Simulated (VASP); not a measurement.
MnHg: single point with PBE

Crystal: MnHg.

```
CELL_PARAMETERS angstrom
3.25880 0.00000 0.00000
0.00000 3.25880 0.00000
0.00000 0.00000 3.25880
ATOMIC_POSITIONS crystal
Mn 0.50000 0.50000 0.50000
Hg 0.00000 0.00000 0.00000
```

```
Program                : VASP 6.6.1
Task                   : single point
Functional             : PBE
Potentials or basis    : VASP PAW PBE potentials, release 64 (Mn_pv, Hg)
Cutoff                 : 520 eV
k mesh                 : 10 × 10 × 10
Occupations            : fermi-dirac, width 0.1 eV
Spin                   : no spin polarisation
Dipole correction      : no
Further INCAR settings : ALGO = Normal; EDIFF = 1e-06; NBANDS = 20
```

```
Pressure               : -10.2 GPa
Band gap on the k mesh : zero (an odd number of electrons rules out a gap without spin polarisation)
```

Levels at points of the mesh, in eV from the Fermi level:
```
           k point  band 10  band 11  band 12  band 13  band 14  band 15
(0.00, 0.00, 0.00)    -0.73    -0.73     0.31     0.31     0.31     5.98
(0.50, 0.00, 0.00)    -4.28    -1.12    -0.58    -0.58     0.10     0.82
(0.50, 0.50, 0.00)    -0.92    -0.92    -0.47     0.23     0.23     0.52
(0.50, 0.50, 0.50)    -2.03    -2.03     0.55     0.55     1.26     5.57
```

Run time: 28 s on 1 thread of Intel Xeon 8259CL, on a shared host, peak memory 0.17 GiB.

Caveat: the cell stands under tension; spin-orbit coupling is left out, which moves the levels of the heavy elements; the run has no spin polarisation, though such a crystal can be magnetic. Spin polarisation is off, so any magnetic state and its effect on volume and gap are missing.
